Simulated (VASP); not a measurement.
# Co (P6_3/mmc) in VASP: notebook

Co is run at these levels: PBE; tasks: single point.

Everything below comes from runs of VASP 6.6.1. Logs are shortened: lines on timing, memory, paths and dates and some standing lists are left out, and cuts for length are marked.

## 1. The cell of the first run

It takes space group P6_3/mmc (No. 194, hexagonal). Conventional cell: a = 2.217 Å, b = 2.217 Å, c = 3.583 Å, α = 90.00°, β = 90.00°, γ = 120.00°. Within 2.9 Å of Co (site symmetry -6m2) lie 12 Co at 2.20 to 2.22 Å.

## 2. Single point, PBE, collinear spin, ferromagnetic start

INCAR

```
  ALGO = Normal
  EDIFF = 1E-6
  ENCUT = 520
  GGA = PE
  ISIF = 2
  ISMEAR = -1
  ISPIN = 2
  LASPH = True
  LCHARG = False
  LMAXMIX = 4
  LORBIT = 11
  LREAL = False
  LWAVE = False
  MAGMOM = 1.7 1.7
  NBANDS = 20
  NELM = 150
  PREC = Accurate
  SIGMA = 0.1
```

KPOINTS

```
k-points
0
Gamma
  20 20 11
```

POSCAR

```
Co
1.0
    2.2171659864      0.0000000000      0.0000000000
   -1.1085829932      1.9201220686      0.0000000000
    0.0000000000      0.0000000000      3.5830678747
Co
2
Direct
    0.3333333333      0.6666666667      0.2500000000
    0.6666666667      0.3333333333      0.7500000000
```

Potentials or basis: VASP PAW PBE potentials, release 64 (Co).

Command:

```sh
cat potpaw_PBE.64/Co/POTCAR > POTCAR
mpirun -np 1 vasp_std > vasp.out
```

OUTCAR:

```text
EDIFF = 1E-6
   ENCUT = 520
   GGA = PE
   ISIF = 2
   ISMEAR = -1
   ISPIN = 2
   LASPH = True
   LORBIT = 11
   LREAL = False
   NELM = 150
   PREC = Accurate

 ion  position               nearest neighbor table
   1  0.333  0.667  0.250-   2 2.20   2 2.20   2 2.20   2 2.20   2 2.20   2 2.20   2 3.12   2 3.12
                             2 3.12   2 3.12   2 3.12   2 3.12
   2  0.667  0.333  0.750-   1 2.20   1 2.20   1 2.20   1 2.20   1 2.20   1 2.20   1 3.12   1 3.12
                             1 3.12   1 3.12   1 3.12   1 3.12

  LATTYP: Found a hexagonal cell.
 ALAT       =     2.2171659864
 C/A-ratio  =     1.6160575693

  Lattice vectors:

 A1 = (   2.2171659864,   0.0000000000,   0.0000000000)
 A2 = (  -1.1085829932,   1.9201220686,   0.0000000000)
 A3 = (   0.0000000000,   0.0000000000,   3.5830678747)

Analysis of symmetry for initial positions (statically):
=====================================================================
 Subroutine PRICEL returns:
 Original cell was already a primitive cell.

 Routine SETGRP: Setting up the symmetry group for a
 hexagonal supercell.

 Subroutine GETGRP returns: Found 24 space group operations
 (whereof 12 operations were pure point group operations)
 out of a pool of 24 trial point group operations.

The static configuration has the point symmetry D_3d.
 The point group associated with its full space group is D_6h.

Analysis of symmetry for dynamics (positions and initial velocities):
=====================================================================
 Subroutine PRICEL returns:
 Original cell was already a primitive cell.

 Routine SETGRP: Setting up the symmetry group for a
 hexagonal supercell.

 Subroutine GETGRP returns: Found 24 space group operations
 (whereof 12 operations were pure point group operations)
 out of a pool of 24 trial point group operations.

The dynamic configuration has the point symmetry D_3d.
 The point group associated with its full space group is D_6h.

Analysis of structural, dynamic, and magnetic symmetry:
=====================================================================
 Subroutine PRICEL returns:
 Original cell was already a primitive cell.

 Routine SETGRP: Setting up the symmetry group for a
 hexagonal supercell.

 Subroutine GETGRP returns: Found 24 space group operations
 (whereof 12 operations were pure point group operations)
 out of a pool of 24 trial point group operations.

The overall configuration has the point symmetry D_3d.
 The point group associated with its full space group is D_6h.

 Subroutine INISYM returns: Found 24 space group operations
 (whereof 12 operations are pure point group operations),
 and found     1 'primitive' translations

----------------------------------------------------------------------------------------

                                     Primitive cell

  volume of cell :      15.2539

  direct lattice vectors                    reciprocal lattice vectors
     2.217165986  0.000000000  0.000000000     0.451026223  0.260400111  0.000000000
    -1.108582993  1.920122069  0.000000000     0.000000000  0.520800222  0.000000000
     0.000000000  0.000000000  3.583067875     0.000000000  0.000000000  0.279090443

  length of vectors
     2.217165986  2.217165986  3.583067875     0.520800222  0.520800222  0.279090443

  position of ions in fractional coordinates (direct lattice)
     0.333333333  0.666666667  0.250000000
     0.666666667  0.333333333  0.750000000

  ion indices of the primitive-cell ions
   primitive index   ion index
                 1           1
                 2           2

----------------------------------------------------------------------------------------

 KPOINTS: k-points

Automatic generation of k-mesh.
 Grid dimensions read from file:
 generate k-points for:   20   20   11

 Generating k-lattice:

  Cartesian coordinates                     Fractional coordinates (reciprocal lattice)
     0.022551311  0.013020006  0.000000000     0.050000000  0.000000000  0.000000000
     0.000000000  0.026040011  0.000000000     0.000000000  0.050000000  0.000000000
     0.000000000  0.000000000  0.025371858     0.000000000  0.000000000  0.090909091

  Length of vectors
     0.026040011  0.026040011  0.025371858

  Shift w.r.t. Gamma in fractional coordinates (k-lattice)
     0.000000000  0.000000000  0.000000000

 Subroutine IBZKPT returns following result:
 ===========================================

 Found    264 irreducible k-points:

 Following reciprocal coordinates:
            Coordinates               Weight
  0.000000  0.000000  0.000000      1.000000
  0.050000  0.000000  0.000000      6.000000
  0.100000 -0.000000  0.000000      6.000000
  0.150000 -0.000000  0.000000      6.000000
  0.200000 -0.000000  0.000000      6.000000
  0.250000  0.000000  0.000000      6.000000
[... 16 lines left out ...]
  0.200000  0.100000  0.000000     12.000000
  0.250000  0.100000  0.000000     12.000000
 [... further k-points ...]
   k-points           NKPTS =    264   k-points in BZ     NKDIM =    264   number of bands    NBANDS=     20
   number of dos      NEDOS =    301   number of ions     NIONS =      2
   total plane-waves  NPLWV =   7168
   dimension x,y,z NGX =    16 NGY =   16 NGZ =   28
   dimension x,y,z NGXF=    32 NGYF=   32 NGZF=   56
   ions per type =               2
   NGX,Y,Z   is equivalent  to a cutoff of  12.00, 12.00, 12.99 a.u.
   NGXF,Y,Z  is equivalent  to a cutoff of  23.99, 23.99, 25.98 a.u.
 SYSTEM =  unknown system
   PREC   = accura    normal or accurate (medium, high low for compatibility)
   ISTART =      0    job   : 0-new  1-cont  2-samecut
   ICHARG =      2    charge: 1-file 2-atom 10-const
   ISPIN  =      2    spin polarized calculation?
   LNONCOLLINEAR =      F non collinear calculations
   LSORBIT =      F    spin-orbit coupling
   LASPH  =      T    aspherical Exc in radial PAW
   ENCUT  =  520.0 eV  38.22 Ry    6.18 a.u.   4.12  4.12  6.66*2*pi/ulx,y,z
   NELM   =    150;   NELMIN=  2; NELMDL= -5     # of ELM steps
   EDIFF  = 0.1E-05   stopping-criterion for ELM
   LREAL  =      F    real-space projection
   EDIFFG = 0.1E-04   stopping-criterion for IOM
   NSW    =      0    number of steps for IOM
   IBRION =     -1    ionic relax: 0-MD 1-quasi-New 2-CG
   NFREE  =      0    steps in history (QN), initial steepest desc. (CG)
   ISIF   =      2    stress and relaxation
   ISYM   =      2    0-nonsym 1-usesym 2-fastsym
   POTIM  = 0.5000    time-step for ionic-motion
   TEBEG  =    0.0;   TEEND  =   0.0 temperature during run
   PSTRESS=    0.0 pullay stress
   NELECT =      18.0000    total number of electrons
   NUPDOWN=      -1.0000    fix difference up-down
   EMIN   =  10.00;   EMAX   =-10.00  energy-range for DOS
   EFERMI =   0.00;   METHOD = LEGACY
   ISMEAR =    -1;   SIGMA  =   0.10  broadening in eV -4-tet -1-fermi 0-gaus
   EFERMI_NEDOS =   21; number of points for ismear=-14 and -15
   IALGO  =     38    algorithm
   IMIX   =      4    mixing-type and parameters
     AMIX     =   0.40;   BMIX     =  1.00
     AMIX_MAG =   1.60;   BMIX_MAG =  1.00
  volume/ion in A,a.u.               =       7.63        51.47
  Fermi-wavevector in a.u.,A,eV,Ry     =   1.729969  3.269167 40.719414  2.992793
  Thomas-Fermi vector in A             =   2.804614
   LORBIT       =     11    0 simple, 1 ext, 2 COOP (PROOUT), +10 PAW based schemes
   GGA     = PE    functional components
   LHFCALC =     F    Hartree Fock is set to
   AEXX    =    0.0000 exact exchange contribution
   IVDW    =     0    specifies the selected vdW correction
   LEPSILON=     F    determine dielectric tensor
   LRPA    =     F    only Hartree local field effects (RPA)
 spin polarized calculation
  energy-cutoff  :      520.00
  volume of cell :       15.25
 maximum number of plane-waves:       428
   NGX =  9   NGY =  9   NGZ = 13

 number of electron      18.0000007 magnetization       1.0898214

 Free energy of the ion-electron system (eV)
  ---------------------------------------------------
  ext. energy  EPLUGINS =         0.00000000
  ---------------------------------------------------
  free energy    TOTEN  =       -11.78463075 eV

  energy without entropy =      -11.67217637  energy(sigma->0) =      -11.72840356

 E-fermi :  16.5318     XC(G=0): -15.6341

 val. band max:       16.5306671741   @ k =   0.2500   0.2500   0.0000
 cond. band min:      16.5320662050   @ k =   0.3500  -0.0000   0.1818
 fundamental gap:      0.0013990309
 Fermi energy:        16.5317949760

 spin component 1

 k-point     1 :       0.0000    0.0000    0.0000
  band No.  band energies     occupation
      1       5.2052      1.00000
      2       9.2608      1.00000
      3      13.2759      1.00000
      4      13.3104      1.00000
      5      13.3104      1.00000
      6      13.8899      1.00000
[... 12 lines left out ...]
     19      49.1353      0.00000
     20      49.1353      0.00000
[... 507 lines left out ...]
 k-point    24 :       0.2500    0.1000    0.0000
  band No.  band energies     occupation
      1       8.8645      1.00000
      2      10.5189      1.00000
      3      10.9990      1.00000
      4      11.8228      1.00000
      5      13.1455      1.00000
      6      13.4521      1.00000
[... 12 lines left out ...]
     19      47.3847      0.00000
     20      49.2796      0.00000

 [... further k-points ...]

 spin component 2

 k-point     1 :       0.0000    0.0000    0.0000
  band No.  band energies     occupation
      1       5.2304      1.00000
      2       9.5884      1.00000
      3      13.8304      1.00000
      4      13.8486      1.00000
      5      13.8486      1.00000
      6      14.4505      1.00000
[... 12 lines left out ...]
     19      49.2704      0.00000
     20      49.2704      0.00000
[... 507 lines left out ...]
 k-point    24 :       0.2500    0.1000    0.0000
  band No.  band energies     occupation
      1       8.9511      1.00000
      2      10.9231      1.00000
      3      11.3983      1.00000
      4      12.2263      1.00000
      5      13.7028      1.00000
      6      13.9609      1.00000
[... 12 lines left out ...]
     19      47.5092      0.00000
     20      49.5096      0.00000

 [... further k-points ...]
[... 5 lines left out ...]
  --------------------------------------------------------------------------------------
  -------------------------------------------------------------------------------------
  Total       14.9452889     14.9452889     14.9368969     -0.0000000     -0.0000000      0.0000000
  in kB     1569.7584010   1569.7584009   1568.8769509     -0.0000000     -0.0000000      0.0000000
  external PRESSURE =    1569.4645842 kB  Pullay stress =       0.0000000 kB

 VOLUME and BASIS-vectors are now :
 -----------------------------------------------------------------------------
  energy-cutoff  :      520.00
  volume of cell :       15.25
      direct lattice vectors                 reciprocal lattice vectors
     2.217165986  0.000000000  0.000000000     0.451026223  0.260400111  0.000000000
    -1.108582993  1.920122069  0.000000000     0.000000000  0.520800222  0.000000000
     0.000000000  0.000000000  3.583067875     0.000000000  0.000000000  0.279090443

 POSITION                                       TOTAL-FORCE (eV/Angst)
 -----------------------------------------------------------------------------------
     -0.00000      1.28008      0.89577        -0.000000      0.000000      0.000000
      1.10858      0.64004      2.68730         0.000000     -0.000000      0.000000
 -----------------------------------------------------------------------------------
    total drift:                                0.000000     -0.000000     -0.000000

  FREE ENERGIE OF THE ION-ELECTRON SYSTEM (eV)
  ---------------------------------------------------
  free  energy   TOTEN  =       -11.7846307517 eV

  energy  without entropy=      -11.6721763651  energy(sigma->0) =      -11.72840356

 total charge

# of ion       s       p       d       tot
------------------------------------------
    1        0.675   0.921   7.637   9.233
    2        0.675   0.921   7.637   9.233
--------------------------------------------------
tot          1.351   1.843  15.273  18.467

 magnetization (x)

# of ion       s       p       d       tot
------------------------------------------
    1       -0.006  -0.023   0.556   0.526
    2       -0.006  -0.023   0.556   0.526
--------------------------------------------------
tot         -0.013  -0.046   1.111   1.053
```

It took 3.6 min on 1 thread of Intel Xeon 8259CL, shared host; peak memory 0.22 GiB.

What came out:

| Property | Result |
| --- | --- |
| Free energy | -11.7846 eV |
| Pressure | 156.9 GPa |
| Net moment | 1.09 μB per cell |
| Site moments | Co +0.53 μB |

Levels at points of the mesh, in eV from the Fermi level:
Spin up:
```
           k point  band 6  band 7  band 8  band 9  band 10  band 11  band 12  band 13  band 14  band 15
(0.00, 0.00, 0.00)   -2.64   -2.64   -2.05   -2.05    -0.32    -0.13    -0.13    10.19    24.56    28.89
(0.50, 0.00, 0.00)   -3.12   -2.51    0.14    0.30     0.41     2.64     5.55    12.96    14.09    16.34
```
Spin down:
| k point | band 5 | band 6 | band 7 | band 8 | band 9 | band 10 | band 11 | band 12 |
| --- | --- | --- | --- | --- | --- | --- | --- | --- |
| (0.00, 0.00, 0.00) | -2.68 | -2.08 | -2.08 | -1.42 | -1.42 | -0.30 | 0.54 | 0.54 |
| (0.50, 0.00, 0.00) | -2.94 | -2.61 | -1.98 | 0.78 | 0.99 | 1.05 | 3.09 | 5.89 |

Caveat: the cell stands under pressure.

## 3. Single point, PBE, collinear spin, ferromagnetic start (7.66 Å³/atom)

This run uses another cell than the first one, of 7.66 Å³/atom.

INCAR

```
ALGO = Normal ; EDIFF = 1E-6
ENCUT = 520 ; GGA = PE
ISIF = 2 ; ISMEAR = -1
ISPIN = 2 ; LASPH = T
LCHARG = F ; LMAXMIX = 4
LORBIT = 11 ; LREAL = F
LWAVE = F ; MAGMOM = 1.7 1.7
NBANDS = 20 ; NELM = 150
PREC = Accurate ; SIGMA = 0.1
```

KPOINTS is that of step 2.

POSCAR

```
Co
1.0
    2.2188379412      0.0000000000      0.0000000000
   -1.1094189706      1.9215700240      0.0000000000
    0.0000000000      0.0000000000      3.5929199385
Co
2
Direct
    0.3333333333      0.6666666667      0.2500000000
    0.6666666667      0.3333333333      0.7500000000
```

Potentials or basis: VASP PAW PBE potentials, release 64 (Co).

Command:

```sh
cat potpaw_PBE.64/Co/POTCAR > POTCAR
mpirun -np 1 vasp_std > vasp.out
```

It took 5.5 min on 1 thread of Intel Xeon 8259CL, shared host; peak memory 0.23 GiB.

The run converged. Its results:

```yaml
Free_energy: -11.8475 eV
Pressure: 153.5 GPa
Net_moment: 1.14 μB per cell
Site_moments: Co +0.55 μB
```

Stress tensor (GPa, compression positive):
```
154.06   0.00   0.00
  0.00 154.06   0.00
  0.00   0.00 152.38
```

Levels at points of the mesh, in eV from the Fermi level:
Spin up:
```tsv
k point	band 6	band 7	band 8	band 9	band 10	band 11	band 12	band 13	band 14	band 15
(0.00, 0.00, 0.00)	-2.64	-2.64	-2.03	-2.03	-0.35	-0.14	-0.14	10.10	24.57	28.82
(0.50, 0.00, 0.00)	-3.12	-2.51	0.14	0.28	0.40	2.63	5.52	12.89	14.04	16.28
```
Spin down:
| k point | band 5 | band 6 | band 7 | band 8 | band 9 | band 10 | band 11 | band 12 |
| --- | --- | --- | --- | --- | --- | --- | --- | --- |
| (0.00, 0.00, 0.00) | -2.64 | -2.05 | -2.05 | -1.37 | -1.37 | -0.32 | 0.56 | 0.56 |
| (0.50, 0.00, 0.00) | -2.89 | -2.58 | -1.96 | 0.81 | 1.01 | 1.07 | 3.10 | 5.88 |

Caveat: the cell stands under pressure.
